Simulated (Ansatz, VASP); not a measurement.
Given: the input of a run of Ansatz 0.2.0 on TiO2.

File input.yaml:

```yaml
crystal:
  lattice:
    - [-1.8665279463, 1.8665279463, 4.6930042805]
    - [1.8665279463, -1.8665279463, 4.6930042805]
    - [1.8665279463, 1.8665279463, -4.6930042805]
  atoms:
    - { symbol: Ti, position: [0.75, 0.25, 0.5] }
    - { symbol: Ti, position: [0.0, 0.0, 0.0] }
    - { symbol: O, position: [0.7919, 0.7919, 0.0] }
    - { symbol: O, position: [0.5419, 0.0419, 0.5] }
    - { symbol: O, position: [0.9581, 0.4581, 0.5] }
    - { symbol: O, position: [0.2081, 0.2081, 0.0] }
hamiltonian:
  xc: r2scan
  pseudopotentials: { kind: paw }
  dispersion: rvv10
kpoints:
  mp_grid: { grid: [10, 10, 10] }
scf:
  occupations: { method: fermi_dirac, width: 0.05 }
output:
  forces: true
  stress: true
  eigenvalues: true
```

Potentials or basis: Ansatz PAW.

The run is started by

```console
$ ansatz run input.yaml --threads 2 --pin off --max-ram 5120MiB --backend cpu --events-out ev --progress --plain --runs-dir out
```

Task: Translate it to VASP 6.6.1. Potentials there: VASP PAW PBE potentials, release 64 (Ti_sv, O).

Result: As run (the cutoff follows the program's own potentials):

File POSCAR:

```
TiO2
1.0
   -1.8665279463      1.8665279463      4.6930042805
    1.8665279463     -1.8665279463      4.6930042805
    1.8665279463      1.8665279463     -4.6930042805
Ti O
2 4
Direct
    0.7500000000      0.2500000000      0.5000000000
    0.0000000000      0.0000000000      0.0000000000
    0.7919000000      0.7919000000      0.0000000000
    0.5419000000      0.0419000000      0.5000000000
    0.9581000000      0.4581000000      0.5000000000
    0.2081000000      0.2081000000      0.0000000000
```

The input INCAR.step1:

```
PREC = Accurate
ENCUT = 520
ISMEAR = -1
SIGMA = 0.05
LREAL = F
LASPH = T
NELM = 80
NBANDS = 33
GGA = PE
ALGO = Normal
EDIFF = 1E-4
LWAVE = T
LCHARG = F
```

File INCAR.step2:

```
PREC = Accurate
ENCUT = 520
EDIFF = 1E-6
ISMEAR = -1
SIGMA = 0.05
LREAL = F
LASPH = T
NELM = 80
ALGO = Normal
ISIF = 2
LWAVE = F
LCHARG = F
METAGGA = R2SCAN
LMIXTAU = T
LUSE_VDW = T
IVDW_NL = 2
BPARAM = 11.95
CPARAM = 0.0093
NBANDS = 33
ISTART = 1
```

The input KPOINTS:

```
Automatic mesh
0
Gamma
  10 10 10
```

Potentials or basis: VASP PAW PBE potentials, release 64 (Ti_sv, O).

Run with:

```console
$ cat potpaw_PBE.64/Ti_sv/POTCAR potpaw_PBE.64/O/POTCAR > POTCAR
$ cp INCAR.step1 INCAR
$ mpirun -np 1 vasp_std > vasp.out
$ cp INCAR.step2 INCAR
$ mpirun -np 1 vasp_std > vasp.out
```

Both were run:

|  | VASP | Ansatz | Ansatz less VASP |
| --- | --- | --- | --- |
| gap on the k mesh at the Fermi level (eV) | 2.64 | 2.62 | -0.020 |
| least direct gap on the mesh (eV) | 2.99 | 2.96 | -0.029 |
| pressure (GPa) | 10.9 | 9.5 | -1.43 |
| traceless stress, the component that is largest in VASP (GPa) | 0.95 | 1.03 | +0.082 |
| rms of the force components (eV/Å) | 0.153 | 0.138 | -0.0152 |

VASP's potentials were made for PBE, not for r2SCAN. Atom by atom the forces differ by 0.015 eV/Å (rms over components).
